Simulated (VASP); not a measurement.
# SrO (Fm-3m) in VASP: a series of runs, part 2 of 2

VASP 6.6.1. Earlier steps stand in the parts before.

## (3) Single point, BLYP+D3(BJ)

This run uses another cell than the first one, of 16.98 Å³/atom.

Contents of INCAR:

```
SYSTEM = SrO
  PREC = Accurate
  ENCUT = 520
  EDIFF = 1E-7
  ISMEAR = -1
  SIGMA = 0.05
  LREAL = .FALSE.
  LASPH = .TRUE.
  NELM = 60
  ALGO = Normal
  ISIF = 2
  LWAVE = .FALSE.
  LCHARG = .FALSE.
  GGA = B5
  ALDAX = 1.0
  AGGAX = 1.0
  AGGAC = 1.0
  ALDAC = 0.0
  IVDW = 12
  VDW_S6 = 1.0
  VDW_S8 = 2.6996
  VDW_A1 = 0.4298
  VDW_A2 = 4.2359
  NBANDS = 15
```

Contents of KPOINTS:

```
Automatic mesh
0
G
  9 9 9
  0 0 0
```

Contents of POSCAR:

```
SrO
1.0
    0.0000000000      2.5704896232      2.5704896232
    2.5704896232      0.0000000000      2.5704896232
    2.5704896232      2.5704896232      0.0000000000
Sr O
1 1
Direct
    0.5000000000      0.5000000000      0.5000000000
    0.0000000000      0.0000000000      0.0000000000
```

Potentials or basis: VASP PAW PBE potentials, release 64 (Sr_sv, O).

The run is started by

```bash
cat potpaw_PBE.64/Sr_sv/POTCAR potpaw_PBE.64/O/POTCAR > POTCAR
mpirun -np 1 vasp_std > vasp.out
```

OUTCAR:

```text
SYSTEM = SrO
   PREC = Accurate
   ENCUT = 520
   EDIFF = 1E-7
   ISMEAR = -1
   LREAL = .FALSE.
   LASPH = .TRUE.
   NELM = 60
   ISIF = 2
   GGA = B5
   IVDW = 12
 IVDW          = 12

 ion  position               nearest neighbor table
   1  0.500  0.500  0.500-   2 2.57   2 2.57   2 2.57   2 2.57   2 2.57   2 2.57
   2  0.000  0.000  0.000-   1 2.57   1 2.57   1 2.57   1 2.57   1 2.57   1 2.57

  LATTYP: Found a face centered cubic cell.
 ALAT       =     5.1409792464

  Lattice vectors:

 A1 = (   0.0000000000,   2.5704896232,   2.5704896232)
 A2 = (   2.5704896232,   0.0000000000,   2.5704896232)
 A3 = (   2.5704896232,   2.5704896232,   0.0000000000)

Analysis of symmetry for initial positions (statically):
=====================================================================
 Subroutine PRICEL returns:
 Original cell was already a primitive cell.

 Routine SETGRP: Setting up the symmetry group for a
 face centered cubic supercell.

 Subroutine GETGRP returns: Found 48 space group operations
 (whereof 48 operations were pure point group operations)
 out of a pool of 48 trial point group operations.

The static configuration has the point symmetry O_h .
[... 175 lines left out ...]
      7       2.0204      2.00000
      8       2.0204      2.00000
      9       6.2501      0.00000
     10       8.2370      0.00000
     11       8.2370      0.00000
     12       8.2370      0.00000
     13      10.3972      0.00000
     14      10.3972      0.00000
[... 401 lines left out ...]
      2     -13.3192      2.00000
      3     -12.5902      2.00000
      4     -12.4225      2.00000
      5     -12.4225      2.00000
      6       1.5084      2.00000
      7       1.9298      2.00000
      8       1.9298      2.00000
      9       5.4710      0.00000
     10       9.7737      0.00000
     11      12.0852      0.00000
     12      12.6484      0.00000
     13      12.8412      0.00000
     14      12.8412      0.00000
     15      16.1336      0.00000

 [... further k-points ...]

------------------------ aborting loop because EDIFF is reached ----------------------------------------

 Edisp (eV)   -1.17377

 E8    (eV) :    -0.9057

  FORCE on cell =-STRESS in cart. coord.  units (eV):
  Direction    XX          YY          ZZ          XY          YZ          ZX
  --------------------------------------------------------------------------------------
  -------------------------------------------------------------------------------------
  Total       0.13492     0.13492     0.13492    -0.00000    -0.00000     0.00000
  in kB       6.36366     6.36366     6.36366    -0.00000    -0.00000     0.00000
  external pressure =        6.36 kB  Pullay stress =        0.00 kB

 VOLUME and BASIS-vectors are now :
 -----------------------------------------------------------------------------
  energy-cutoff  :      520.00
  volume of cell :       33.97
      direct lattice vectors                 reciprocal lattice vectors
     0.000000000  2.570489623  2.570489623    -0.194515471  0.194515471  0.194515471
     2.570489623  0.000000000  2.570489623     0.194515471 -0.194515471  0.194515471
     2.570489623  2.570489623  0.000000000     0.194515471  0.194515471 -0.194515471

 POSITION                                       TOTAL-FORCE (eV/Angst)
 -----------------------------------------------------------------------------------
      2.57049      2.57049      2.57049        -0.000000     -0.000000      0.000000
      0.00000      0.00000      0.00000         0.000000      0.000000     -0.000000
 -----------------------------------------------------------------------------------
    total drift:                                0.000000      0.000000      0.000000

  FREE ENERGIE OF THE ION-ELECTRON SYSTEM (eV)
  ---------------------------------------------------
  free  energy   TOTEN  =       -12.6300599707 eV

  energy  without entropy=      -12.6300599707  energy(sigma->0) =      -12.63005997
```

stdout:

```text
POSCAR found type information on POSCAR SrO
 POSCAR found :  2 types and       2 ions
 scaLAPACK will be used
 -----------------------------------------------------------------------------
|                                                                             |
|                                                                             |
|     You enforced a specific xc type in the INCAR file but a different       |
|     I HOPE YOU KNOW WHAT YOU ARE DOING!                                     |
|                                                                             |
 -----------------------------------------------------------------------------

 LDA part: xc-table for (Slater(with rela. corr.)+VWN5), standard interpolation
 POSCAR, INCAR and KPOINTS ok, starting setup
 FFT: planning ... GRIDC
 FFT: planning ... GRID_SOFT
 FFT: planning ... GRID
 WAVECAR not read
 entering main loop
```

Wall time 44 s (1 thread of Intel Xeon 8259CL, shared host); peak memory 0.17 GiB.

Results:

```yaml
Free_energy: -12.6301 eV
Pressure: 0.6 GPa
Band_gap_on_the_k_mesh: 3.45 eV (least direct gap 3.54 eV)
Dispersion_energy_per_atom: -0.587 eV
```

Caveat: the PAW data sets were made with another functional, which shifts forces and pressure a little; an odd mesh through Γ misses points on the zone boundary, where band edges can lie.

## (4) Relaxation of cell and atoms, BLYP+D3(BJ)

Changes to INCAR since step 3:

```diff
@@ -2,4 +2,4 @@
   PREC = Accurate
-  ENCUT = 520
-  EDIFF = 1E-7
+  ENCUT = 600
+  EDIFF = 1E-6
   ISMEAR = -1
@@ -10,3 +10,3 @@
   ALGO = Normal
-  ISIF = 2
+  ISIF = 3
   LWAVE = .FALSE.
@@ -23,2 +23,4 @@
   VDW_A2 = 4.2359
-  NBANDS = 15
+  IBRION = 2
+  NSW = 80
+  EDIFFG = -0.005
```

KPOINTS is that of step 3.

Contents of POSCAR:

```
SrO
1.0
    0.0000000000      2.5663000000      2.5663000000
    2.5663000000      0.0000000000      2.5663000000
    2.5663000000      2.5663000000      0.0000000000
Sr O
1 1
Direct
    0.5000000000      0.5000000000      0.5000000000
    0.0000000000      0.0000000000      0.0000000000
```

The run is started by

```bash
cat potpaw_PBE.64/Sr_sv/POTCAR potpaw_PBE.64/O/POTCAR > POTCAR
mpirun -np 1 vasp_std > vasp.out
```

Wall time 94 s (1 thread of Intel Xeon 8259CL, shared host); peak memory 0.19 GiB.

It converged, with:

```yaml
Free_energy: -12.6314 eV
Relaxed_volume: 17.09 Å³/atom
Relaxed_cell: a = 3.642 Å, b = 3.642 Å, c = 3.642 Å, α = 60.00°, β = 60.00°, γ = 60.00°
Space_group_after_relaxing_to_0.1_Å: Fm-3m (No. 225)
Energy_gained_by_relaxing: 0.6 meV/atom
Ionic_steps: 3
Pressure_after_relaxing: 0.0 GPa
Band_gap_on_the_k_mesh: 3.45 eV (least direct gap 3.55 eV)
Dispersion_energy_per_atom: -0.583 eV
```

Step by step:
```
step  energy change (eV)  largest force (eV/Å)  pressure (GPa)  volume (Å³)
   1              0.0000                0.0000            1.08        33.80
   2             -0.0009                0.0000           -0.50        34.36
   3             -0.0012                0.0000            0.00        34.17
```

Final structure:
```xyz
2
Lattice="0.0000 2.5756 2.5756 2.5756 0.0000 2.5756 2.5756 2.5756 0.0000" Properties=species:S:1:pos:R:3 pbc="T T T"
Sr    2.5756    2.5756    2.5756
O     0.0000    0.0000    0.0000
```

Levels at points of the mesh, in eV from the valence-band top:
```
           k point  band 6  band 7  band 8  band 9  band 10  band 11
(0.00, 0.00, 0.00)    0.00    0.00    0.00    4.19     6.20     6.20
```

Caveat: the PAW data sets were made with another functional, which shifts forces and pressure a little; an odd mesh through Γ misses points on the zone boundary, where band edges can lie.

## (5) Single point, PBEsol, non-collinear spin, zero start, spin-orbit coupling

Contents of INCAR:

```
SYSTEM = SrO
ALGO = Normal
EDIFF = 1E-6
ENCUT = 520
GGA = PS
GGA_COMPAT = .False.
ISIF = 2
ISMEAR = -1
LASPH = .True.
LCHARG = .True.
LORBIT = 11
LORBMOM = .True.
LREAL = .False.
LSORBIT = .True.
LVHAR = .True.
LWAVE = .False.
MAGMOM = 0 0 0 0 0 0
NBANDS = 28
NELM = 150
PREC = Accurate
SIGMA = 0.05
```

Contents of KPOINTS:

```
k-points
0
Gamma
  7 7 7
  0 0 0
```

POSCAR is that of step 4.

The run is started by

```bash
cat potpaw_PBE.64/Sr_sv/POTCAR potpaw_PBE.64/O/POTCAR > POTCAR
mpirun -np 1 vasp_ncl > vasp.out
```

Wall time 82 s (1 thread of Intel Xeon 8259CL, shared host); peak memory 0.25 GiB.

The run converged. Its results:

```yaml
Free_energy: -12.7277 eV
Pressure: 0.1 GPa
Net_moment: 0.00 μB per cell
Valence_electrons_inside_the_program's_atomic_spheres: Sr 8.08; O 4.95
```

Moments on the atoms (μB; x, y, z):
```
Sr  0.00 0.00 0.00
O   0.00 0.00 0.00
```

Caveat: the PAW data sets were made with another functional, which shifts forces and pressure a little.

## (6) Summary

| task | level | spin | cell | k mesh | cutoff (eV) | smearing | gap on the mesh (eV) | pressure (GPa) |
| --- | --- | --- | --- | --- | --- | --- | --- | --- |
| single point | PBE | off | a = 3.629 Å, angles 60.0°, 2 atoms | 9 × 9 × 9 | 520 | gaussian 0.015 eV | 3.32 | 3.9 |
| single point | BLYP+D3(BJ) | off | a = 3.635 Å, angles 60.0°, 2 atoms | 9 × 9 × 9 | 520 | fermi-dirac 0.05 eV | 3.45 | 0.6 |
| relaxation of cell and atoms | BLYP+D3(BJ) | off | relaxed from a = 3.629 Å, angles 60.0°, 2 atoms | 9 × 9 × 9 | 600 | fermi-dirac 0.05 eV | 3.45 | 0.0 |
| single point | PBEsol | non-collinear, zero start, SOC | a = 3.629 Å, angles 60.0°, 2 atoms | 7 × 7 × 7 | 520 | fermi-dirac 0.05 eV | - | 0.1 |

Alike in all rows: potentials or basis VASP PAW PBE potentials, release 64 (Sr_sv, O).

Caveats: an odd mesh through Γ misses points on the zone boundary, where band edges can lie (at least some runs); the PAW data sets were made with another functional, which shifts forces and pressure a little (at least some runs); the cell stands under pressure (at least some runs).

Total energies depend on the potentials used, so only differences within one code and one set of settings carry meaning.
